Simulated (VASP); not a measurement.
A run of VASP 6.6.1:

File INCAR:

```
SYSTEM = KF
ALGO = Normal
EDIFF = 1E-7
ENCUT = 520
GGA = PS
ISIF = 2
ISMEAR = -1
IVDW = 12
LASPH = .True.
LCHARG = .False.
LREAL = .False.
LWAVE = .False.
NBANDS = 15
NELM = 60
PREC = Accurate
SIGMA = 0.05
```

The input KPOINTS:

```
k-points
0
Gamma
  9 9 9
  0 0 0
```

File POSCAR:

```
KF
1.0
    0.0000000000      2.6190185148      2.6190185148
    2.6190185148      0.0000000000      2.6190185148
    2.6190185148      2.6190185148      0.0000000000
K F
1 1
Direct
    0.0000000000      0.0000000000      0.0000000000
    0.5000000000      0.5000000000      0.5000000000
```

Potentials or basis: VASP PAW PBE potentials, release 64 (K_sv, F).

Command:

```console
$ cat potpaw_PBE.64/K_sv/POTCAR potpaw_PBE.64/F/POTCAR > POTCAR
$ mpirun -np 1 vasp_std > vasp.out
```

Hardware: 1 thread of Intel(R) Xeon(R) Platinum 8488C (Sapphire Rapids) (shared host).

Task: Estimate the wall time of this run.

Result: Run time: 11 s on 1 thread of Intel(R) Xeon(R) Platinum 8488C (Sapphire Rapids) (shared host), peak memory 0.17 GiB. Counts: scf iterations 14, k points 35.
